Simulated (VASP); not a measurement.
Write the native input for VASP 6.6.1 that does the following.

| Item | Value |
| --- | --- |
| Task | single point |
| Functional | PBE |
| Potentials or basis | VASP PAW PBE potentials, release 64 (Ga_d, Sb) |
| Cutoff | 500 eV |
| k mesh | 6 × 6 × 4 |
| Occupations | fermi-dirac, width 0.02 eV |
| Spin | no spin polarisation |
| Dipole correction | no |
| Further INCAR settings | ALGO = Normal; EDIFF = 1e-06; NBANDS = 26 |

The structure of GaSb lies in POSCAR:

```
GaSb
1.0
    3.9814331323      0.0000000000      0.0000000000
   -1.9907165661      3.4480222360      0.0000000000
    0.0000000000      0.0000000000      6.9476513402
Ga Sb
2 2
Direct
    0.0000000000      0.0000000000      0.0000000000
    0.0000000000      0.0000000000      0.5000000000
    0.3333333333      0.6666666667      0.2500000000
    0.6666666667      0.3333333333      0.7500000000
```

The input as run:

INCAR

```
SYSTEM = GaSb
ALGO     = Normal         ! electronic algorithm
EDIFF    = 1E-6           ! SCF threshold, eV
ENCUT    = 500            ! plane-wave cutoff, eV
GGA      = PE             ! functional
GGA_COMPAT= .FALSE.      
ISIF     = 2              ! what is computed and relaxed
ISMEAR   = -1             ! smearing method
LASPH    = .TRUE.         ! aspherical terms in the spheres
LCHARG   = .TRUE.         ! write CHGCAR
LELF     = .TRUE.         ! ELF
LREAL    = .FALSE.        ! projectors in reciprocal space
LVHAR    = .TRUE.       
LWAVE    = .FALSE.        ! write WAVECAR
NBANDS   = 26             ! bands
NELM     = 120            ! most SCF steps
PREC     = Accurate       ! precision mode
SIGMA    = 0.02           ! smearing width, eV
```

KPOINTS

```
k-points
0
G
  6 6 4
  0 0 0
```

Potentials or basis: VASP PAW PBE potentials, release 64 (Ga_d, Sb).

Run with:

```bash
$ cat potpaw_PBE.64/Ga_d/POTCAR potpaw_PBE.64/Sb/POTCAR > POTCAR
$ mpirun -np 1 vasp_std > vasp.out
```

It gave:

| Item | Value |
| --- | --- |
| Pressure | 1.8 GPa |
| Band gap on the k mesh | zero (band 18 reaches 7.65 eV, above the bottom of band 19 at 3.84 eV) |

Caveat: spin-orbit coupling is left out, which moves the levels of the heavy elements.

Wall time 64 s on 1 thread of Intel Xeon 8259CL, on a shared host, peak memory 0.23 GiB.
